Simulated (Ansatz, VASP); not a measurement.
# One calculation of Cs, two programs

File POSCAR:

```
Cs
1.0
   -3.1284650614      3.1284650614      3.1284650614
    3.1284650614     -3.1284650614      3.1284650614
    3.1284650614      3.1284650614     -3.1284650614
Cs
1
Direct
    0.0000000000      0.0000000000      0.0000000000
```

Contents of INCAR.step1:

```
PREC = Accurate
ENCUT = 600
ISMEAR = 0
SIGMA = 0.1
LREAL = False
LASPH = True
NELM = 80
GGA = PE
ALGO = Normal
EDIFF = 1E-4
LWAVE = True
LCHARG = False
```

INCAR.step2

```
PREC = Accurate
ENCUT = 600
EDIFF = 1E-6
ISMEAR = 0
SIGMA = 0.1
LREAL = False
LASPH = True
NELM = 80
ALGO = Normal
ISIF = 3
LWAVE = False
LCHARG = False
METAGGA = R2SCAN
LMIXTAU = True
IBRION = 2
NSW = 100
EDIFFG = -0.005
ISTART = 1
```

The input KPOINTS:

```
regular mesh
0
Gamma
  10 10 10
```

Input for Ansatz:

```yaml
crystal:
  lattice:
    - [-3.1284650614, 3.1284650614, 3.1284650614]
    - [3.1284650614, -3.1284650614, 3.1284650614]
    - [3.1284650614, 3.1284650614, -3.1284650614]
  atoms:
    - { symbol: Cs, position: [0.0, 0.0, 0.0] }
basis:
  ecutwfc: 500
kpoints:
  mp_grid: { grid: [10, 10, 10] }
hamiltonian:
  xc: r2scan
scf:
  occupations: { method: gaussian, width: 0.1 }
output:
  forces: true
  stress: true
  eigenvalues: true
relax:
  adjacent_minimum: "off"
  f_tol: 0.005
  max_steps: 80
  cell: { stress_tol: 0.05 }
```

Alike in both runs: task relaxation of cell and atoms; functional r2SCAN; k mesh 10 × 10 × 10; occupations gaussian, width 0.1 eV; no spin polarisation.

|  | VASP | Ansatz |
| --- | --- | --- |
| version | VASP 6.6.1 | Ansatz 0.2.0 |
| potentials or method | VASP PAW PBE potentials, release 64 (Cs_sv), cutoff 600 eV | scalar-relativistic, plane waves, PAW |
| valence electrons in the cell | 9 | 9 |

|  | VASP | Ansatz | Ansatz less VASP |
| --- | --- | --- | --- |
| gap on the k mesh at the Fermi level, each at its own relaxed structure (eV) | none | none | - |
| relaxed volume (Å³/atom) | 123.55 | 122.48 | -1.075 |
| relaxed cell length with the largest relative difference (Å) | 5.434 | 5.419 | -0.0158 |

VASP's potentials were made for PBE, not for r2SCAN. A gap of «none» marks a metal or a gap that the smearing closes.

Spin-orbit coupling is off throughout.
